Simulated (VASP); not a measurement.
# Sb (Pm-3m) in VASP: a series of runs, part 2 of 2

VASP 6.6.1.

**5. Single point, PBEsol (strained)**

File INCAR:

```
ALGO     = Normal         # electronic algorithm
EDIFF    = 1E-7           # SCF threshold, eV
ENCUT    = 520            # plane-wave cutoff, eV
GGA      = PS             # functional
ISIF     = 2              # what is computed and relaxed
ISMEAR   = 0              # smearing method
LASPH    = True           # aspherical terms in the spheres
LCHARG   = True           # write CHGCAR
LELF     = True           # ELF
LREAL    = False          # projectors in reciprocal space
LVHAR    = True         
LWAVE    = False          # write WAVECAR
NBANDS   = 8              # bands
NELM     = 60             # most SCF steps
PREC     = Accurate       # precision mode
SIGMA    = 0.1            # smearing width, eV
```

File KPOINTS:

```
k-points
0
Gamma
  14 14 14
```

File POSCAR:

```
Sb
1.0
    3.1538064000      0.0000000000      0.0000000000
    0.0000000000      3.1538064000      0.0000000000
    0.0000000000      0.0000000000      3.1538064000
Sb
1
Direct
    0.0000000000      0.0000000000      0.0000000000
```

Potentials or basis: VASP PAW PBE potentials, release 64 (Sb).

Started as:

```sh
cat potpaw_PBE.64/Sb/POTCAR > POTCAR
mpirun -np 1 vasp_std > vasp.out
```

OUTCAR:

```text
EDIFF = 1E-7
   ENCUT = 520
   GGA = PS
   ISIF = 2
   ISMEAR = 0
   LASPH = True
   LREAL = False
   NELM = 60
   PREC = Accurate

 ion  position               nearest neighbor table
   1  0.000  0.000  0.000-

  LATTYP: Found a simple cubic cell.
 ALAT       =     3.1538064000

  Lattice vectors:

 A1 = (   3.1538064000,   0.0000000000,   0.0000000000)
 A2 = (   0.0000000000,   3.1538064000,   0.0000000000)
 A3 = (   0.0000000000,   0.0000000000,   3.1538064000)

Analysis of symmetry for initial positions (statically):
=====================================================================
 Subroutine PRICEL returns:
 Original cell was already a primitive cell.

 Routine SETGRP: Setting up the symmetry group for a
 simple cubic supercell.

 Subroutine GETGRP returns: Found 48 space group operations
 (whereof 48 operations were pure point group operations)
 out of a pool of 48 trial point group operations.

The static configuration has the point symmetry O_h .

Analysis of symmetry for dynamics (positions and initial velocities):
=====================================================================
 Subroutine PRICEL returns:
 Original cell was already a primitive cell.

 Routine SETGRP: Setting up the symmetry group for a
 simple cubic supercell.

 Subroutine GETGRP returns: Found 48 space group operations
 (whereof 48 operations were pure point group operations)
 out of a pool of 48 trial point group operations.

The dynamic configuration has the point symmetry O_h .

 Subroutine INISYM returns: Found 48 space group operations
 (whereof 48 operations are pure point group operations),
 and found     1 'primitive' translations

----------------------------------------------------------------------------------------
[... 110 lines left out ...]
     AMIX     =   0.40;   BMIX     =  1.00
     AMIX_MAG =   1.60;   BMIX_MAG =  1.00
  volume/ion in A,a.u.               =      31.37       211.69
  Fermi-wavevector in a.u.,A,eV,Ry     =   0.887626  1.677369 10.719747  0.787879
  Thomas-Fermi vector in A             =   2.008948
   LORBIT       =      0    0 simple, 1 ext, 2 COOP (PROOUT), +10 PAW based schemes
   GGA     = PS    functional components
   LHFCALC =     F    Hartree Fock is set to
   AEXX    =    0.0000 exact exchange contribution
   IVDW    =     0    specifies the selected vdW correction
   LEPSILON=     F    determine dielectric tensor
   LRPA    =     F    only Hartree local field effects (RPA)
 non-spin polarized calculation
 Gauss-broadening in eV      SIGMA  =   0.10
  energy-cutoff  :      520.00
  volume of cell :       31.37
 maximum number of plane-waves:       876
 NGX is ok and might be reduce to    24
   NGX = 11   NGY = 11   NGZ = 11

 number of electron       5.0000001 magnetization

 Free energy of the ion-electron system (eV)
  ---------------------------------------------------
  ext. energy  EPLUGINS =         0.00000000
  ---------------------------------------------------
  free energy    TOTEN  =        -4.49816177 eV

  energy without entropy =       -4.49460263  energy(sigma->0) =       -4.49638220

 E-fermi :   6.2995     XC(G=0):  -9.5420

 val. band max:        6.2787010321   @ k =   0.5000   0.4286   0.3571
 cond. band min:       6.3115609365   @ k =   0.4286   0.2857   0.2857
 fundamental gap:      0.0328599044
 Fermi energy:         6.2994544723

 k-point     1 :       0.0000    0.0000    0.0000
  band No.  band energies     occupation
      1      -5.6525      2.00000
      2       9.5046      0.00000
      3       9.5046      0.00000
      4       9.5046      0.00000
      5      13.2709      0.00000
      6      13.2709      0.00000
      7      14.2033      0.00000
      8      23.8132      0.00000
[... 243 lines left out ...]
 k-point    24 :       0.3571    0.2143    0.0000
  band No.  band energies     occupation
      1      -3.4533      2.00000
      2       3.0233      2.00000
      3       6.7914      0.00000
      4      11.4780      0.00000
      5      13.3575      0.00000
      6      15.7170      0.00000
      7      19.0527      0.00000
      8      19.2311      0.00000

 [... further k-points ...]

------------------------ aborting loop because EDIFF is reached ----------------------------------------

  FORCE on cell =-STRESS in cart. coord.  units (eV):
  Direction    XX          YY          ZZ          XY          YZ          ZX
  --------------------------------------------------------------------------------------
  -------------------------------------------------------------------------------------
  Total       -0.8692365     -0.8692365     -0.8692365     -0.0000000     -0.0000000      0.0000000
  in kB      -44.3959606    -44.3959606    -44.3959606     -0.0000000     -0.0000000      0.0000000
  external PRESSURE =     -44.3959606 kB  Pullay stress =       0.0000000 kB

 VOLUME and BASIS-vectors are now :
 -----------------------------------------------------------------------------
  energy-cutoff  :      520.00
  volume of cell :       31.37
      direct lattice vectors                 reciprocal lattice vectors
     3.153806400  0.000000000  0.000000000     0.317077167  0.000000000  0.000000000
     0.000000000  3.153806400  0.000000000     0.000000000  0.317077167  0.000000000
     0.000000000  0.000000000  3.153806400     0.000000000  0.000000000  0.317077167

 POSITION                                       TOTAL-FORCE (eV/Angst)
 -----------------------------------------------------------------------------------
      0.00000      0.00000      0.00000         0.000000      0.000000      0.000000
 -----------------------------------------------------------------------------------
    total drift:                               -0.000000      0.000000      0.000000

  FREE ENERGIE OF THE ION-ELECTRON SYSTEM (eV)
  ---------------------------------------------------
  free  energy   TOTEN  =        -4.4981617705 eV

  energy  without entropy=       -4.4946026287  energy(sigma->0) =       -4.49638220
```

OSZICAR:

```text
N       E                     dE             d eps       ncg     rms          rms(c)
DAV:   1     0.455593595128E+01    0.45559E+01   -0.15890E+03  1944   0.399E+02
DAV:   2    -0.437542095527E+01   -0.89314E+01   -0.85983E+01  2704   0.509E+01
DAV:   3    -0.449883235256E+01   -0.12341E+00   -0.12316E+00  2336   0.669E+00
DAV:   4    -0.449930015129E+01   -0.46780E-03   -0.46779E-03  2872   0.492E-01
DAV:   5    -0.449930203910E+01   -0.18878E-05   -0.18875E-05  2408   0.210E-02    0.169E+00
DAV:   6    -0.449863464617E+01    0.66739E-03   -0.67024E-04  2384   0.148E-01    0.990E-01
DAV:   7    -0.449815381944E+01    0.48083E-03   -0.15418E-03  2088   0.221E-01    0.636E-02
DAV:   8    -0.449816092760E+01   -0.71082E-05   -0.46305E-05  2536   0.447E-02    0.591E-03
DAV:   9    -0.449816190661E+01   -0.97901E-06   -0.87262E-07  2656   0.673E-03    0.203E-03
DAV:  10    -0.449816171868E+01    0.18793E-06   -0.26976E-07  2400   0.265E-03    0.513E-04
DAV:  11    -0.449816177046E+01   -0.51776E-07   -0.33619E-09  1504   0.386E-04
   1 F= -.44981618E+01 E0= -.44963822E+01  d E =-.355914E-02
```

It took 6.2 s on 1 thread of Intel Xeon 6975P-C (Granite Rapids), shared host; peak memory 0.15 GiB.

Results:

```yaml
Free_energy: -4.4982 eV
Pressure: -4.4 GPa
```

Levels at points of the mesh, in eV from the Fermi level:
| k point | band 1 | band 2 | band 3 | band 4 | band 5 | band 6 | band 7 |
| --- | --- | --- | --- | --- | --- | --- | --- |
| (0.00, 0.00, 0.00) | -11.95 | 3.21 | 3.21 | 3.21 | 6.97 | 6.97 | 7.90 |
| (0.50, 0.00, 0.00) | -9.71 | -5.19 | 5.06 | 5.06 | 8.99 | 10.45 | 11.18 |
| (0.50, 0.50, 0.00) | -7.35 | -3.25 | -3.25 | 2.37 | 6.91 | 12.56 | 13.16 |
| (0.50, 0.50, 0.50) | -4.76 | -1.44 | -1.44 | -1.44 | 4.95 | 4.95 | 4.95 |

Caveat: the cell differs from its parent crystal (strained); the PAW data sets were made with another functional, which shifts forces and pressure a little; spin-orbit coupling is left out, which moves the levels of the heavy elements.

**6. The runs side by side**

```tsv
cell	gap on the mesh (eV)	pressure (GPa)
a = 3.051 Å, 1 atom	none	0.8
a = 3.147 Å, 1 atom	none	-4.2
a = 3.133 Å, 1 atom	none	-3.6
a = 3.154 Å, 1 atom	none	-4.4
```

Alike in all rows: task single point; level PBEsol; potentials or basis VASP PAW PBE potentials, release 64 (Sb); no spin polarisation; k mesh 14 × 14 × 14; cutoff (eV) 520; smearing gaussian 0.1 eV.

Caveats: the PAW data sets were made with another functional, which shifts forces and pressure a little; spin-orbit coupling is left out, which moves the levels of the heavy elements.

Total energies depend on the potentials used, so only differences within one code and one set of settings carry meaning.
